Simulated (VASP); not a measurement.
# Ti3H2 (P6_3/mcm) in VASP: further runs

Runs on Ti3H2. Level: PBE. Tasks: single point.

Everything below comes from runs of VASP 6.6.1. Logs are shortened: lines on timing, memory, paths and dates and some standing lists are left out, and cuts for length are marked.

## 1. The cell of the first run

It takes space group P6_3/mcm (No. 193, hexagonal). The conventional cell has a = 5.142 Å, b = 5.142 Å, c = 4.808 Å, α = 90.00°, β = 90.00°, γ = 120.00°. Within 2.8 Å of Ti (site symmetry m2m) lie 4 H at 2.11 Å. H (site symmetry 32) has 6 Ti at 2.11 Å and 2 H at 2.40 Å within 2.8 Å.

## 2. Single point, PBE

Input file INCAR:

```
  ALGO = Normal
  EDIFF = 1E-6
  ENCUT = 520
  GGA = PE
  ISIF = 2
  ISMEAR = 0
  LASPH = T
  LCHARG = T
  LELF = T
  LREAL = F
  LVHAR = T
  LWAVE = F
  NBANDS = 49
  NELM = 80
  PREC = Accurate
  SIGMA = 0.2
```

Input file KPOINTS:

```
k-points
0
Gamma
  4 4 4
```

Input file POSCAR:

```
Ti3H2
1.0
    5.1422414611      0.0000000000      0.0000000000
   -2.5711207305      4.4533117377      0.0000000000
    0.0000000000      0.0000000000      4.8077468284
Ti H
6 4
Direct
    0.0000000000      0.6738830895      0.7500000000
    0.3261169105      0.0000000000      0.2500000000
    0.6738830895      0.6738830895      0.2500000000
    0.0000000000      0.3261169105      0.2500000000
    0.3261169105      0.3261169105      0.7500000000
    0.6738830895      0.0000000000      0.7500000000
    0.6666666667      0.3333333333      0.5000000000
    0.3333333333      0.6666666667      0.5000000000
    0.3333333333      0.6666666667      0.0000000000
    0.6666666667      0.3333333333      0.0000000000
```

Potentials or basis: VASP PAW PBE potentials, release 64 (Ti_sv, H).

On the command line:

```console
$ cat potpaw_PBE.64/Ti_sv/POTCAR potpaw_PBE.64/H/POTCAR > POTCAR
$ mpirun -np 1 vasp_std > vasp.out
```

OUTCAR:

```text
EDIFF = 1E-6
   ENCUT = 520
   GGA = PE
   ISIF = 2
   ISMEAR = 0
   LASPH = T
   LREAL = F
   NELM = 80
   PREC = Accurate

 ion  position               nearest neighbor table
   1  0.000  0.674  0.750-   6 2.90   5 2.90
   2  0.326  0.000  0.250-   4 2.90   3 2.90
   3  0.674  0.674  0.250-   4 2.90   2 2.90
   4  0.000  0.326  0.250-   2 2.90   3 2.90
   5  0.326  0.326  0.750-   1 2.90   6 2.90
   6  0.674  0.000  0.750-   1 2.90   5 2.90
   7  0.667  0.333  0.500-
   8  0.333  0.667  0.500-
   9  0.333  0.667  0.000-
  10  0.667  0.333  0.000-

  LATTYP: Found a hexagonal cell.
 ALAT       =     5.1422414611
 C/A-ratio  =     0.9349515896

  Lattice vectors:

 A1 = (   5.1422414611,   0.0000000000,   0.0000000000)
 A2 = (  -2.5711207305,   4.4533117377,   0.0000000000)
 A3 = (   0.0000000000,   0.0000000000,   4.8077468284)

Analysis of symmetry for initial positions (statically):
=====================================================================
 Subroutine PRICEL returns:
 Original cell was already a primitive cell.

 Routine SETGRP: Setting up the symmetry group for a
 hexagonal supercell.

 Subroutine GETGRP returns: Found 24 space group operations
 (whereof 12 operations were pure point group operations)
 out of a pool of 24 trial point group operations.

The static configuration has the point symmetry D_3d.
 The point group associated with its full space group is D_6h.

Analysis of symmetry for dynamics (positions and initial velocities):
=====================================================================
 Subroutine PRICEL returns:
 Original cell was already a primitive cell.

 Routine SETGRP: Setting up the symmetry group for a
 hexagonal supercell.

 Subroutine GETGRP returns: Found 24 space group operations
 (whereof 12 operations were pure point group operations)
 out of a pool of 24 trial point group operations.

The dynamic configuration has the point symmetry D_3d.
 The point group associated with its full space group is D_6h.

 Subroutine INISYM returns: Found 24 space group operations
 (whereof 12 operations are pure point group operations),
 and found     1 'primitive' translations

----------------------------------------------------------------------------------------

                                     Primitive cell

  volume of cell :     110.0974

  direct lattice vectors                    reciprocal lattice vectors
     5.142241461  0.000000000  0.000000000     0.194467725  0.112275994  0.000000000
    -2.571120731  4.453311738  0.000000000     0.000000000  0.224551987  0.000000000
     0.000000000  0.000000000  4.807746828     0.000000000  0.000000000  0.207997641

  length of vectors
     5.142241461  5.142241461  4.807746828     0.224551987  0.224551987  0.207997641

  position of ions in fractional coordinates (direct lattice)
     0.000000000  0.673883090  0.750000000
     0.326116910  0.000000000  0.250000000
     0.673883090  0.673883090  0.250000000
     0.000000000  0.326116910  0.250000000
     0.326116910  0.326116910  0.750000000
     0.673883090  0.000000000  0.750000000
     0.666666667  0.333333333  0.500000000
     0.333333333  0.666666667  0.500000000
     0.333333333  0.666666667  0.000000000
     0.666666667  0.333333333  0.000000000

  ion indices of the primitive-cell ions
   primitive index   ion index
                 1           1
                 2           2
                 3           3
                 4           4
                 5           5
                 6           6
                 7           7
                 8           8
                 9           9
                10          10

----------------------------------------------------------------------------------------

 KPOINTS: k-points

Automatic generation of k-mesh.
 Grid dimensions read from file:
 generate k-points for:    4    4    4

 Generating k-lattice:

  Cartesian coordinates                     Fractional coordinates (reciprocal lattice)
     0.048616931  0.028068998  0.000000000     0.250000000  0.000000000  0.000000000
     0.000000000  0.056137997  0.000000000     0.000000000  0.250000000  0.000000000
     0.000000000  0.000000000  0.051999410     0.000000000  0.000000000  0.250000000

  Length of vectors
     0.056137997  0.056137997  0.051999410

  Shift w.r.t. Gamma in fractional coordinates (k-lattice)
     0.000000000  0.000000000  0.000000000

 Subroutine IBZKPT returns following result:
 ===========================================

 Found     12 irreducible k-points:

 Following reciprocal coordinates:
            Coordinates               Weight
  0.000000  0.000000  0.000000      1.000000
  0.250000 -0.000000  0.000000      6.000000
  0.500000 -0.000000  0.000000      3.000000
  0.250000  0.250000  0.000000      6.000000
  0.000000  0.000000  0.250000      2.000000
  0.250000 -0.000000  0.250000     12.000000
  0.500000 -0.000000  0.250000      6.000000
  0.250000  0.250000  0.250000     12.000000
  0.000000  0.000000  0.500000      1.000000
  0.250000 -0.000000  0.500000      6.000000
  0.500000 -0.000000  0.500000      3.000000
  0.250000  0.250000  0.500000      6.000000
   k-points           NKPTS =     12   k-points in BZ     NKDIM =     12   number of bands    NBANDS=     49
   number of dos      NEDOS =    301   number of ions     NIONS =     10
   total plane-waves  NPLWV =  57600
   dimension x,y,z NGX =    40 NGY =   40 NGZ =   36
   dimension x,y,z NGXF=    80 NGYF=   80 NGZF=   72
   ions per type =               6   4
   NGX,Y,Z   is equivalent  to a cutoff of  12.93, 12.93, 12.45 a.u.
   NGXF,Y,Z  is equivalent  to a cutoff of  25.86, 25.86, 24.90 a.u.
 SYSTEM =  unknown system
   PREC   = accura    normal or accurate (medium, high low for compatibility)
   ISTART =      0    job   : 0-new  1-cont  2-samecut
   ICHARG =      2    charge: 1-file 2-atom 10-const
   ISPIN  =      1    spin polarized calculation?
   LNONCOLLINEAR =      F non collinear calculations
   LSORBIT =      F    spin-orbit coupling
   LASPH  =      T    aspherical Exc in radial PAW
   ENCUT  =  520.0 eV  38.22 Ry    6.18 a.u.   9.56  9.56  8.94*2*pi/ulx,y,z
   NELM   =     80;   NELMIN=  2; NELMDL= -5     # of ELM steps
   EDIFF  = 0.1E-05   stopping-criterion for ELM
   LREAL  =      F    real-space projection
   EDIFFG = 0.1E-04   stopping-criterion for IOM
   NSW    =      0    number of steps for IOM
   IBRION =     -1    ionic relax: 0-MD 1-quasi-New 2-CG
   NFREE  =      0    steps in history (QN), initial steepest desc. (CG)
   ISIF   =      2    stress and relaxation
   ISYM   =      2    0-nonsym 1-usesym 2-fastsym
   POTIM  = 0.5000    time-step for ionic-motion
   TEBEG  =    0.0;   TEEND  =   0.0 temperature during run
   PSTRESS=    0.0 pullay stress
   NELECT =      76.0000    total number of electrons
   NUPDOWN=      -1.0000    fix difference up-down
   EMIN   =  10.00;   EMAX   =-10.00  energy-range for DOS
   EFERMI =   0.00;   METHOD = LEGACY
   ISMEAR =     0;   SIGMA  =   0.20  broadening in eV -4-tet -1-fermi 0-gaus
   EFERMI_NEDOS =   21; number of points for ismear=-14 and -15
   IALGO  =     38    algorithm
   IMIX   =      4    mixing-type and parameters
     AMIX     =   0.40;   BMIX     =  1.00
     AMIX_MAG =   1.60;   BMIX_MAG =  1.00
  volume/ion in A,a.u.               =      11.01        74.30
  Fermi-wavevector in a.u.,A,eV,Ry     =   1.446839  2.734130 28.481675  2.093344
  Thomas-Fermi vector in A             =   2.564862
   LORBIT       =      0    0 simple, 1 ext, 2 COOP (PROOUT), +10 PAW based schemes
   GGA     = PE    functional components
   LHFCALC =     F    Hartree Fock is set to
   AEXX    =    0.0000 exact exchange contribution
   IVDW    =     0    specifies the selected vdW correction
   LEPSILON=     F    determine dielectric tensor
   LRPA    =     F    only Hartree local field effects (RPA)
 non-spin polarized calculation
 Gauss-broadening in eV      SIGMA  =   0.20
  energy-cutoff  :      520.00
  volume of cell :      110.10
 maximum number of plane-waves:      2994
 NGX is ok and might be reduce to    40
   NGX = 19   NGY = 19   NGZ = 17

 number of electron      75.9999980 magnetization

 Free energy of the ion-electron system (eV)
  ---------------------------------------------------
  ext. energy  EPLUGINS =         0.00000000
  ---------------------------------------------------
  free energy    TOTEN  =       -62.66450868 eV

  energy without entropy =      -62.43993962  energy(sigma->0) =      -62.55222415

 E-fermi :   8.4470     XC(G=0): -11.6734

 val. band max:        8.4386241561   @ k =   0.2500  -0.0000   0.0000
 cond. band min:       8.4612047510   @ k =   0.2500  -0.0000   0.2500
 fundamental gap:      0.0225805949
 Fermi energy:         8.4470116244

 k-point     1 :       0.0000    0.0000    0.0000
  band No.  band energies     occupation
      1     -48.4296      2.00000
      2     -48.3249      2.00000
      3     -48.3073      2.00000
      4     -48.3073      2.00000
      5     -48.2998      2.00000
      6     -48.2998      2.00000
[... 41 lines left out ...]
     48      10.0197      0.00000
     49      11.1995      0.00000

 k-point     2 :       0.2500   -0.0000    0.0000
  band No.  band energies     occupation
      1     -48.4126      2.00000
      2     -48.3294      2.00000
      3     -48.3207      2.00000
      4     -48.3172      2.00000
      5     -48.2951      2.00000
      6     -48.2942      2.00000
[... 41 lines left out ...]
     48       9.8981      0.00000
     49      10.6975      0.00000

 k-point     3 :       0.5000   -0.0000    0.0000
  band No.  band energies     occupation
      1     -48.3766      2.00000
      2     -48.3663      2.00000
      3     -48.3286      2.00000
      4     -48.3042      2.00000
      5     -48.2992      2.00000
      6     -48.2945      2.00000
[... 457 lines left out ...]
     48       9.9544      0.00000
     49      11.1534      0.00000

 k-point    12 :       0.2500    0.2500    0.5000
  band No.  band energies     occupation
      1     -48.3455      2.00000
      2     -48.3455      2.00000
      3     -48.3212      2.00000
      4     -48.3212      2.00000
      5     -48.3182      2.00000
      6     -48.3182      2.00000
[... 41 lines left out ...]
     48       9.9765      0.00000
     49      10.9950      0.00000

------------------------ aborting loop because EDIFF is reached ----------------------------------------

  FORCE on cell =-STRESS in cart. coord.  units (eV):
  Direction    XX          YY          ZZ          XY          YZ          ZX
  --------------------------------------------------------------------------------------
  -------------------------------------------------------------------------------------
  Total       -0.1121384     -0.1121384     -0.6622738     -0.0000000     -0.0000000      0.0000000
  in kB       -1.6318779     -1.6318779     -9.6376469     -0.0000000     -0.0000000      0.0000000
  external PRESSURE =      -4.3004675 kB  Pullay stress =       0.0000000 kB

 VOLUME and BASIS-vectors are now :
 -----------------------------------------------------------------------------
  energy-cutoff  :      520.00
  volume of cell :      110.10
      direct lattice vectors                 reciprocal lattice vectors
     5.142241461  0.000000000  0.000000000     0.194467725  0.112275994  0.000000000
    -2.571120731  4.453311738  0.000000000     0.000000000  0.224551987  0.000000000
     0.000000000  0.000000000  4.807746828     0.000000000  0.000000000  0.207997641

 POSITION                                       TOTAL-FORCE (eV/Angst)
 -----------------------------------------------------------------------------------
     -1.73263      3.00101      3.60581        -0.037825      0.065514     -0.000000
      1.67697      0.00000      1.20194        -0.075649     -0.000000      0.000000
      1.73263      3.00101      1.20194         0.037825      0.065514     -0.000000
     -0.83849      1.45230      1.20194         0.037825     -0.065514     -0.000000
      0.83849      1.45230      3.60581        -0.037825     -0.065514      0.000000
      3.46527      0.00000      3.60581         0.075649      0.000000      0.000000
      2.57112      1.48444      2.40387        -0.000000      0.000000     -0.000000
     -0.00000      2.96887      2.40387        -0.000000     -0.000000     -0.000000
     -0.00000      2.96887      0.00000        -0.000000      0.000000     -0.000000
      2.57112      1.48444      0.00000        -0.000000     -0.000000     -0.000000
 -----------------------------------------------------------------------------------
    total drift:                                0.000001     -0.000001      0.000000

  FREE ENERGIE OF THE ION-ELECTRON SYSTEM (eV)
  ---------------------------------------------------
  free  energy   TOTEN  =       -62.6645086850 eV

  energy  without entropy=      -62.4399396192  energy(sigma->0) =      -62.55222415
```

It took 59 s on 1 thread of Intel Xeon Platinum 8488C (Sapphire Rapids), shared host; peak memory 0.24 GiB.

What came out:

```
Free energy            : -62.6645 eV
Pressure               : -0.4 GPa
Largest force          : 0.076 eV/Å
Band gap on the k mesh : zero (band 38 reaches 8.72 eV, above the bottom of band 39 at 8.09 eV)
```

Forces in eV/Å, atoms in the order of the input:
```
Ti  -0.038  0.066  0.000
Ti  -0.076  0.000  0.000
Ti   0.038  0.066  0.000
Ti   0.038 -0.066  0.000
Ti  -0.038 -0.066  0.000
Ti   0.076  0.000  0.000
H    0.000  0.000  0.000
H    0.000  0.000  0.000
H    0.000  0.000  0.000
H    0.000  0.000  0.000
```

## 3. Single point, PBE

This run uses another cell than the first one, of 10.97 Å³/atom, 0.996 times its volume.

Input file INCAR:

```
PREC = Accurate ; ENCUT = 520
EDIFF = 1E-6 ; ISMEAR = 0
SIGMA = 0.1 ; LREAL = F
LASPH = T ; NELM = 100
ALGO = Normal ; ISIF = 2
LWAVE = F ; LCHARG = T
GGA = PE ; LELF = T
LVHAR = T ; NBANDS = 49
```

Input file KPOINTS:

```
Automatic mesh
0
Gamma
  6 6 6
```

Input file POSCAR:

```
Ti3H2
1.0
    5.1510706360      0.0000000000      0.0000000000
   -2.5755353180      4.4609580275      0.0000000000
    0.0000000000      0.0000000000      4.7738204386
Ti H
6 4
Direct
    0.0000000000      0.6756489038      0.7500000000
    0.3243510962      0.0000000000      0.2500000000
    0.6756489038      0.6756489038      0.2500000000
    0.0000000000      0.3243510962      0.2500000000
    0.3243510962      0.3243510962      0.7500000000
    0.6756489038      0.0000000000      0.7500000000
    0.6666666667      0.3333333333      0.5000000000
    0.3333333333      0.6666666667      0.5000000000
    0.3333333333      0.6666666667      0.0000000000
    0.6666666667      0.3333333333      0.0000000000
```

Potentials or basis: VASP PAW PBE potentials, release 64 (Ti_sv, H).

On the command line:

```console
$ cat potpaw_PBE.64/Ti_sv/POTCAR potpaw_PBE.64/H/POTCAR > POTCAR
$ mpirun -np 1 vasp_std > vasp.out
```

It took 2.6 min on 1 thread of Intel Xeon Platinum 8488C (Sapphire Rapids), shared host; peak memory 0.27 GiB.

It converged, with:

| Item | Value |
| --- | --- |
| Free energy | -62.5759 eV |
| Pressure | -0.2 GPa |
| Largest force | 0.005 eV/Å |
| Band gap on the k mesh | zero (band 38 reaches 8.74 eV, above the bottom of band 39 at 8.13 eV) |

Forces on the atoms (eV/Å):
```
Ti  -0.002  0.004  0.000
Ti  -0.005  0.000  0.000
Ti   0.002  0.004  0.000
Ti   0.002 -0.004  0.000
Ti  -0.002 -0.004  0.000
Ti   0.005  0.000  0.000
H    0.000  0.000  0.000
H    0.000  0.000  0.000
H    0.000  0.000  0.000
H    0.000  0.000  0.000
```

Levels at points of the mesh, in eV from the Fermi level:
```tsv
k point	band 36	band 37	band 38	band 39	band 40	band 41
(0.00, 0.00, 0.00)	-0.31	-0.31	0.11	0.11	0.49	0.49
(0.50, 0.00, 0.00)	-0.95	0.15	0.17	0.22	0.24	0.26
(0.00, 0.00, 0.50)	-0.46	-0.46	-0.46	-0.32	-0.32	0.48
(0.50, 0.00, 0.50)	-0.67	-0.27	-0.27	-0.21	-0.21	0.18
```
